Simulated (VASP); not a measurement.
Wanted: the native input for a VASP 6.6.1 run.

- Task: single point
- Functional: PBE
- Potentials or basis: VASP PAW PBE potentials, release 64 (La, Sc_sv, F)
- Cutoff: 600 eV
- k mesh: 6 × 6 × 6
- Occupations: gaussian, width 0.1 eV
- Spin: collinear spin
- Starting moments: [0.0, 1.0, 1.0, 0.0] μB
- Dipole correction: no
- Further INCAR settings: ALGO = Normal; EDIFF = 1e-06; NBANDS = 32

The structure of LaSc2F lies in POSCAR:

```
LaSc2F
1.0
   -1.9271385664      1.9271385664      5.9979674657
    1.9271385664     -1.9271385664      5.9979674657
    1.9271385664      1.9271385664     -5.9979674657
La Sc F
1 2 1
Direct
    0.0000000000      0.0000000000      0.0000000000
    0.6910839177      0.6910839177      0.0000000000
    0.3089160823      0.3089160823      0.0000000000
    0.5000000000      0.5000000000      0.0000000000
```

The cell was generated, and may not be a known phase.

The input as run:

INCAR

```
SYSTEM = LaSc2F
PREC = Accurate
ENCUT = 600
EDIFF = 1E-6
ISMEAR = 0
SIGMA = 0.1
LREAL = .FALSE.
LASPH = .TRUE.
NELM = 200
ALGO = Normal
ISIF = 2
LWAVE = .FALSE.
LCHARG = .FALSE.
ISPIN = 2
MAGMOM = 0 1 1 0
LORBIT = 11
LMAXMIX = 6
GGA = PE
NBANDS = 32
GGA_COMPAT = .FALSE.
```

KPOINTS

```
regular mesh
0
G
  6 6 6
  0 0 0
```

Potentials or basis: VASP PAW PBE potentials, release 64 (La, Sc_sv, F).

The run is started by

```console
$ cat potpaw_PBE.64/La/POTCAR potpaw_PBE.64/Sc_sv/POTCAR potpaw_PBE.64/F/POTCAR > POTCAR
$ mpirun -np 1 vasp_std > vasp.out
```

Results of the run:

The pressure is 0.0 GPa. The largest force is 0.005 eV/Å, the band gap on the k mesh is zero (filled and empty bands overlap) and the net moment is 0.00 μB per cell. The valence electrons inside the program's atomic spheres are La 8.58; Sc 9.37; F 6.08.

Caveat: spin-orbit coupling is left out, which moves the levels of the heavy elements.

Run time: 23 min on 1 thread of Intel Xeon 8259CL (shared host), peak memory 0.65 GiB.
